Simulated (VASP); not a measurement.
Runs of VASP 6.6.1 on Ba2RuN2. The structure is that of space group I4/mmm (No. 139), or close to it. The cells are those of the table. 

```csv
level,potentials or basis,cell,gap on the mesh (eV),pressure (GPa),largest force (eV/Å)
LDA,"VASP PAW LDA potentials, release 64 (Ba_sv, Ru_pv, N)","a = 7.034 Å, angles 146.5, 146.5, 48.2°, 5 atoms",none,1.3,(c)
LDA,"VASP PAW LDA potentials, release 64 (Ba_sv, Ru_pv, N)","a = 7.171 Å, angles 146.2, 146.2, 48.5°, 5 atoms",none,-3.8,0.40
PBE,"VASP PAW PBE potentials, release 64 (Ba_sv, Ru_pv, N)","a = 7.171 Å, angles 146.2, 146.2, 48.5°, 5 atoms",none,(a),0.13
PBE,"VASP PAW PBE potentials, release 64 (Ba_sv, Ru_pv, N)","a = 7.202 Å, angles 146.3, 146.3, 48.4°, 5 atoms",none,(b),0.08
PBEsol,"VASP PAW PBE potentials, release 64 (Ba_sv, Ru_pv, N)","a = 7.104 Å, angles 146.4, 146.4, 48.2°, 5 atoms",none,1.0,0.08
```

Alike in all rows: task single point; no spin polarisation; k mesh 8 × 8 × 8; cutoff (eV) 520; smearing fermi-dirac 0.02 eV.

Problem. Estimate the missing entries.

Solution. (a) 1.6; (b) 0.7; (c) 0.05.

Caveats: spin-orbit coupling is left out, which moves the levels of the heavy elements; the PAW data sets were made with another functional, which shifts forces and pressure a little (some runs).

A k mesh can miss the band edges, and the runs leave out spin-orbit coupling on Ba, Ru.

A gap of «none» marks levels without a gap at the run's occupations.
